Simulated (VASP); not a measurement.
A run of VASP 6.6.1 is set up as follows.

Contents of INCAR:

```
PREC     = Accurate       # precision mode
ENCUT    = 520            # plane-wave cutoff, eV
EDIFF    = 1E-6           # SCF threshold, eV
ISMEAR   = 0              # smearing method
SIGMA    = 0.02           # smearing width, eV
LREAL    = F              # projectors in reciprocal space
LASPH    = T              # aspherical terms in the spheres
NELM     = 100            # most SCF steps
ALGO     = Normal         # electronic algorithm
ISIF     = 2              # what is computed and relaxed
LWAVE    = F              # write WAVECAR
LCHARG   = F              # write CHGCAR
GGA      = PE             # functional
NBANDS   = 11             # bands
```

Contents of KPOINTS:

```
Automatic mesh
0
Gamma
  10 10 10
```

POSCAR

```
MgO
1.0
    0.0000000000      2.1267948280      2.1267948280
    2.1267948280      0.0000000000      2.1267948280
    2.1267948280      2.1267948280      0.0000000000
Mg O
1 1
Direct
    0.0000000000      0.0000000000      0.0000000000
    0.5000000000      0.5000000000      0.5000000000
```

Potentials or basis: VASP PAW PBE potentials, release 64 (Mg, O).

Run with:

```bash
$ cat potpaw_PBE.64/Mg/POTCAR potpaw_PBE.64/O/POTCAR > POTCAR
$ mpirun -np 1 vasp_std > vasp.out
```

Q: Estimate the pressure.

A: -0.7 GPa.

Q: What does it give for the band gap on the k mesh?

A: 4.45 eV.
